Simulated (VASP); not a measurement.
A run of VASP 6.6.1:

INCAR

```
PREC = Accurate ; ENCUT = 520
EDIFF = 1E-6 ; ISMEAR = 0
SIGMA = 0.15 ; LREAL = False
LASPH = True ; NELM = 80
ALGO = Normal ; ISIF = 2
LWAVE = False ; LCHARG = False
GGA = PE ; IVDW = 12
NBANDS = 32
```

File KPOINTS:

```
Automatic mesh
0
Gamma
  8 8 8
```

POSCAR

```
SrGa3
1.0
    4.5284779453      0.0000000000      0.0000000000
    0.0000000000      4.5284779453      0.0000000000
    0.0000000000      0.0000000000      4.5284779453
Sr Ga
1 3
Direct
    0.0000000000      0.0000000000      0.0000000000
    0.0000000000      0.5000000000      0.5000000000
    0.5000000000      0.5000000000      0.0000000000
    0.5000000000      0.0000000000      0.5000000000
```

Potentials or basis: VASP PAW PBE potentials, release 64 (Sr_sv, Ga_d).

Launch:

```console
$ cat potpaw_PBE.64/Sr_sv/POTCAR potpaw_PBE.64/Ga_d/POTCAR > POTCAR
$ mpirun -np 1 vasp_std > vasp.out
```

Hardware: 1 thread of Intel(R) Xeon(R) 6975P-C (Granite Rapids), with other jobs on the host.

**Question.** Estimate the wall time of this run.

**Answer.** Wall time 32 s on 1 thread of Intel(R) Xeon(R) 6975P-C (Granite Rapids), with other jobs on the host, peak memory 0.26 GiB. Counts: scf iterations 12, k points 35.
